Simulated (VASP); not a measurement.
A run of VASP 6.6.1:

Contents of POSCAR:

```
TaN
1.0
    0.0000000000      2.2085294014      2.2085294014
    2.2085294014      0.0000000000      2.2085294014
    2.2085294014      2.2085294014      0.0000000000
Ta N
1 1
Direct
    0.5000000000      0.5000000000      0.5000000000
    0.0000000000      0.0000000000      0.0000000000
```

INCAR.step1

```
  ALGO = Normal
  EDIFF = 1E-5
  ENCUT = 770
  GGA = PE
  GGA_COMPAT = F
  ISMEAR = -1
  LASPH = T
  LCHARG = F
  LDAU = T
  LDAUJ = 0 0
  LDAUL = 2 -1
  LDAUTYPE = 2
  LDAUU = 5 0
  LMAXMIX = 4
  LREAL = F
  LWAVE = T
  NBANDS = 16
  NELM = 200
  PREC = Accurate
  SIGMA = 0.05
```

File INCAR.step2:

```
  ALGO = Normal
  EDIFF = 1E-6
  ENCUT = 770
  GGA_COMPAT = F
  ISIF = 2
  ISMEAR = -1
  ISTART = 1
  LASPH = T
  LCHARG = F
  LDAU = T
  LDAUJ = 0 0
  LDAUL = 2 -1
  LDAUPRINT = 1
  LDAUTYPE = 2
  LDAUU = 5 0
  LMAXMIX = 4
  LMIXTAU = T
  LREAL = F
  LWAVE = F
  METAGGA = R2SCAN
  NBANDS = 16
  NELM = 200
  PREC = Accurate
  SIGMA = 0.05
```

File KPOINTS:

```
k-points
0
Gamma
  10 10 10
```

Potentials or basis: VASP PAW PBE potentials, release 64 (Ta_sv_GW, N).

Run with:

```sh
$ cat potpaw_PBE.64/Ta_sv_GW/POTCAR potpaw_PBE.64/N/POTCAR > POTCAR
$ cp INCAR.step1 INCAR
$ mpirun -np 1 vasp_std > vasp.out
$ cp INCAR.step2 INCAR
$ mpirun -np 1 vasp_std > vasp.out
```

Hardware: 1 thread of Intel(R) Xeon(R) 6975P-C (Granite Rapids) (shared host).

Question: How long does it take, and how much memory?

Answer: Run time: 54 s on 1 thread of Intel(R) Xeon(R) 6975P-C (Granite Rapids), with other jobs on the host, peak memory 0.19 GiB. Counts: k points 47.
